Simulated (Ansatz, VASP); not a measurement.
Two plane-wave programs on AgI

The input POSCAR:

```
AgI
1.0
    4.6037617179      0.0000000000      0.0000000000
   -2.3018808590      3.9869746007      0.0000000000
    0.0000000000      0.0000000000      7.5229462456
Ag I
2 2
Direct
    0.6666666667      0.3333333333      0.6275238171
    0.3333333333      0.6666666667      0.1275238171
    0.6666666667      0.3333333333      0.0024761829
    0.3333333333      0.6666666667      0.5024761829
```

INCAR.step1

```
PREC = Accurate
ENCUT = 550
ISMEAR = 0
SIGMA = 0.01
LREAL = False
LASPH = True
NELM = 120
NBANDS = 26
GGA = PE
ALGO = Normal
EDIFF = 1E-5
LWAVE = True
LCHARG = False
GGA_COMPAT = False
```

Contents of INCAR.step2:

```
PREC = Accurate
ENCUT = 550
EDIFF = 1E-6
ISMEAR = 0
SIGMA = 0.01
LREAL = False
LASPH = True
NELM = 120
ALGO = Normal
ISIF = 2
LWAVE = False
LCHARG = False
METAGGA = R2SCAN
LMIXTAU = True
NBANDS = 26
ISTART = 1
GGA_COMPAT = False
```

KPOINTS

```
regular mesh
0
Gamma
  6 6 4
```

Input for Ansatz:

```yaml
crystal:
  lattice:
    - [4.6037617179, 0.0, 0.0]
    - [-2.301880859, 3.9869746007, 0.0]
    - [0.0, 0.0, 7.5229462456]
  atoms:
    - { symbol: Ag, position: [0.6666666667, 0.3333333333, 0.6275238171] }
    - { symbol: Ag, position: [0.3333333333, 0.6666666667, 0.1275238171] }
    - { symbol: I, position: [0.6666666667, 0.3333333333, 0.0024761829] }
    - { symbol: I, position: [0.3333333333, 0.6666666667, 0.5024761829] }
kpoints:
  mp_grid: { grid: [6, 6, 4] }
hamiltonian:
  xc: r2scan
scf:
  occupations: { method: fixed }
  n_extra_bands: 5
output:
  forces: true
  stress: true
  eigenvalues: true
```

Alike in both runs: task single point; functional r2SCAN; k mesh 6 × 6 × 4; no spin polarisation.

|  | VASP | Ansatz |
| --- | --- | --- |
| version | VASP 6.6.1 | Ansatz 0.2.0 |
| potentials or method | VASP PAW PBE potentials, release 64 (Ag, I) | plane waves, PAW |
| plane-wave cutoff (eV) | 550 | 500 |
| occupations | gaussian, width 0.01 eV | fixed |
| valence electrons in the cell | 36 | 72 |

Ansatz gave:

- gap on the k mesh at the Fermi level (eV): 1.86
- pressure (GPa): 0.9

Problem. Estimate VASP's values.

Solution. gap on the k mesh at the Fermi level (eV): 1.83; pressure (GPa): 0.8.

VASP's potentials were made for PBE, not for r2SCAN. VASP's potentials hold 36 valence electrons a cell and Ansatz's 72, so a difference there can come from the potentials and not from the codes.

Spin-orbit coupling is off throughout.
